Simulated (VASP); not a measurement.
A run of VASP 6.6.1 is set up as follows.

The input POSCAR:

```
AlN
1.0
    3.1066951923      0.0000000000      0.0000000000
   -1.5533475961      2.6904769583      0.0000000000
    0.0000000000      0.0000000000      4.9785197784
Al N
2 2
Direct
    0.3333333333      0.6666666667     -0.0008019236
    0.6666666667      0.3333333333      0.4991980764
    0.3333333333      0.6666666667      0.3808019236
    0.6666666667      0.3333333333      0.8808019236
```

Contents of INCAR.step1:

```
SYSTEM = AlN
ALGO     = Normal         ! electronic algorithm
EDIFF    = 1E-4           ! SCF threshold, eV
ENCUT    = 520            ! plane-wave cutoff, eV
GGA      = PE             ! functional
ISMEAR   = -1             ! smearing method
LASPH    = .True.         ! aspherical terms in the spheres
LCHARG   = .False.        ! write CHGCAR
LREAL    = .False.        ! projectors in reciprocal space
LWAVE    = .True.         ! write WAVECAR
NBANDS   = 16             ! bands
NELM     = 60             ! most SCF steps
PREC     = Accurate       ! precision mode
SIGMA    = 0.1            ! smearing width, eV
```

File INCAR.step2:

```
SYSTEM = AlN
ALGO     = Normal         ! electronic algorithm
EDIFF    = 1E-6           ! SCF threshold, eV
ENCUT    = 520            ! plane-wave cutoff, eV
ISIF     = 2              ! what is computed and relaxed
ISMEAR   = -1             ! smearing method
ISTART   = 1            
LASPH    = .True.         ! aspherical terms in the spheres
LCHARG   = .False.        ! write CHGCAR
LMIXTAU  = .True.       
LREAL    = .False.        ! projectors in reciprocal space
LWAVE    = .False.        ! write WAVECAR
METAGGA  = R2SCAN         ! meta-GGA
NBANDS   = 16             ! bands
NELM     = 60             ! most SCF steps
PREC     = Accurate       ! precision mode
SIGMA    = 0.1            ! smearing width, eV
```

File KPOINTS:

```
k-points
0
Gamma
  16 16 8
  0 0 0
```

Potentials or basis: VASP PAW PBE potentials, release 64 (Al, N).

Command:

```console
$ cat potpaw_PBE.64/Al/POTCAR potpaw_PBE.64/N/POTCAR > POTCAR
$ cp INCAR.step1 INCAR
$ mpirun -np 1 vasp_std > vasp.out
$ cp INCAR.step2 INCAR
$ mpirun -np 1 vasp_std > vasp.out
```

Predict the band gap on the k mesh.

4.92 eV, direct.

Predict the pressure.

-0.4 GPa.

Forces on the atoms (eV/Å):
```
Al   0.000  0.000 -0.003
Al   0.000  0.000 -0.003
N    0.000  0.000  0.003
N    0.000  0.000  0.003
```

Caveat: the PAW data sets were made with another functional, which shifts forces and pressure a little. A k mesh can miss the band edges.
